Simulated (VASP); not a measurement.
Wanted: the native input for a VASP 6.6.1 run.

| Quantity | Value |
| --- | --- |
| Task | single point |
| Functional | r2SCAN |
| Potentials or basis | VASP PAW PBE potentials, release 64 (Mg_sv, O) |
| Cutoff | 660 eV |
| k mesh | 6 × 6 × 6 |
| Occupations | methfessel-paxton, width 0.5 eV |
| Spin | no spin polarisation |
| Dipole correction | no |
| Second run | valence_matched |
| Further INCAR settings | ALGO = Normal; EDIFF = 1e-06; NBANDS = 15 |

The system is MgO.

```xyz
2
Lattice="0.0000 2.2820 2.2820 2.2820 0.0000 2.2820 2.2820 2.2820 0.0000" Properties=species:S:1:pos:R:3 pbc="T T T"
Mg    0.0000    0.0000    0.0000
O     1.1410    1.1410    1.1410
```

The input as run:

POSCAR

```
MgO
1.0
    0.0000000000      2.2820056624      2.2820056624
    2.2820056624      0.0000000000      2.2820056624
    2.2820056624      2.2820056624      0.0000000000
Mg O
1 1
Direct
    0.0000000000      0.0000000000      0.0000000000
    0.2500000000      0.2500000000      0.2500000000
```

INCAR.step1

```
SYSTEM = MgO
PREC = Accurate
ENCUT = 660
ISMEAR = 1
SIGMA = 0.5
LREAL = .FALSE.
LASPH = .TRUE.
NELM = 120
NBANDS = 15
GGA = PE
ALGO = Normal
EDIFF = 1E-5
LWAVE = .TRUE.
LCHARG = .FALSE.
GGA_COMPAT = .FALSE.
```

INCAR.step2

```
SYSTEM = MgO
PREC = Accurate
ENCUT = 660
EDIFF = 1E-6
ISMEAR = 1
SIGMA = 0.5
LREAL = .FALSE.
LASPH = .TRUE.
NELM = 120
ALGO = Normal
ISIF = 2
LWAVE = .FALSE.
LCHARG = .FALSE.
METAGGA = R2SCAN
LMIXTAU = .TRUE.
NBANDS = 15
ISTART = 1
GGA_COMPAT = .FALSE.
```

KPOINTS

```
Automatic mesh
0
G
  6 6 6
  0 0 0
```

Potentials or basis: VASP PAW PBE potentials, release 64 (Mg_sv, O).

Run with:

```bash
$ cat potpaw_PBE.64/Mg_sv/POTCAR potpaw_PBE.64/O/POTCAR > POTCAR
$ cp INCAR.step1 INCAR
$ mpirun -np 1 vasp_std > vasp.out
$ cp INCAR.step2 INCAR
$ mpirun -np 1 vasp_std > vasp.out
```

Results of the run:

```json
{
  "Pressure": "-0.2 GPa",
  "Band gap on the k mesh": "4.35 eV, direct"
}
```

Caveat: the PAW data sets were made with another functional, which shifts forces and pressure a little.

Wall time 32 s on 1 thread of Intel(R) Xeon(R) Platinum 8488C (Sapphire Rapids), with other jobs on the host, peak memory 0.16 GiB.
